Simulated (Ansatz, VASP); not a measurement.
# LiF in VASP and in Ansatz

```
CELL_PARAMETERS angstrom
0.00000 2.32499 1.51125
2.32499 0.00000 1.51125
2.32499 2.32499 0.00000
ATOMIC_POSITIONS crystal
Li 0.00000 0.00000 0.00000
F 0.50000 0.50000 0.50000
```

Alike in both runs: task single point; functional r2SCAN; k mesh 12 × 12 × 12; occupations gaussian, width 0.05 eV; no spin polarisation.

|  | VASP | Ansatz |
| --- | --- | --- |
| version | VASP 6.6.1 | Ansatz 0.2.0 |
| potentials or method | VASP PAW PBE potentials, release 64 (Li_sv, F), cutoff 520 eV | scalar-relativistic, plane waves, PAW |
| valence electrons in the cell | 10 | 10 |

```tsv
	VASP	Ansatz	Ansatz less VASP
gap on the k mesh at the Fermi level (eV)	9.13	9.11	-0.016
least direct gap on the mesh (eV)	9.17	9.15	-0.016
```

VASP's potentials were made for PBE, not for r2SCAN.

Noted on VASP's run: the cutoff is short for stress, so the pressure is rough.
